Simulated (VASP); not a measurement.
Wanted: the native input for a VASP 6.6.1 run.

```yaml
Task: single point
Functional: PBE
Potentials_or_basis: VASP PAW PBE potentials, release 64 (Co, O)
Cutoff: 520 eV
k_mesh: 12 × 12 × 8
Occupations: gaussian, width 0.01 eV
Spin: collinear spin, antiferromagnetic start
Starting_moments: "[-2.32, 2.32, 0.17, -0.17] μB"
Dipole_correction: no
Further_INCAR_settings: ALGO = Normal; EDIFF = 1e-06; NBANDS = 27
```

The structure of CoO lies in POSCAR:

```
CoO
1.0
    3.1357125005      0.0000000000      0.0000000000
   -1.5678562502      2.7156066844      0.0000000000
    0.0000000000      0.0000000000      5.3202330711
Co O
2 2
Direct
    0.0000000000      0.0000000000      0.0071360793
    0.3333333333      0.6666666667      0.5071361011
    0.0000000000      0.0000000000      0.3678642994
    0.3333333333      0.6666666667      0.8678645202
```

This cell differs from its parent crystal: biaxial strain in the a-b plane: -1.0 %.

One way to write it, as run:

INCAR

```
ALGO = Normal
EDIFF = 1E-6
ENCUT = 520
GGA = PE
ISIF = 2
ISMEAR = 0
ISPIN = 2
LASPH = True
LCHARG = True
LELF = True
LMAXMIX = 4
LORBIT = 11
LREAL = False
LVHAR = True
LWAVE = False
MAGMOM = -2.32 2.32 0.17 -0.17
NBANDS = 27
NELM = 150
PREC = Accurate
SIGMA = 0.01
```

KPOINTS

```
k-points
0
Gamma
  12 12 8
```

Potentials or basis: VASP PAW PBE potentials, release 64 (Co, O).

Run with:

```bash
$ cat potpaw_PBE.64/Co/POTCAR potpaw_PBE.64/O/POTCAR > POTCAR
$ mpirun -np 1 vasp_std > vasp.out
```

Results of the run:

- Pressure: 1.5 GPa
- Largest force: 0.165 eV/Å
- Band gap on the k mesh: 0.09 eV, indirect (least direct gap 0.22 eV)
- Net moment: 0.00 μB per cell
- Site moments: Co -2.27, +2.27; O +0.16, -0.16 μB
- Valence electrons inside the program's atomic spheres: Co 8.03; O 5.00

Caveat: the cell differs from its parent crystal (biaxial strain in the a-b plane: -1.0 %).

It took 4.8 min on 1 thread of Oxide Virtual Turin-like Processor, on a shared host, peak memory 0.26 GiB.
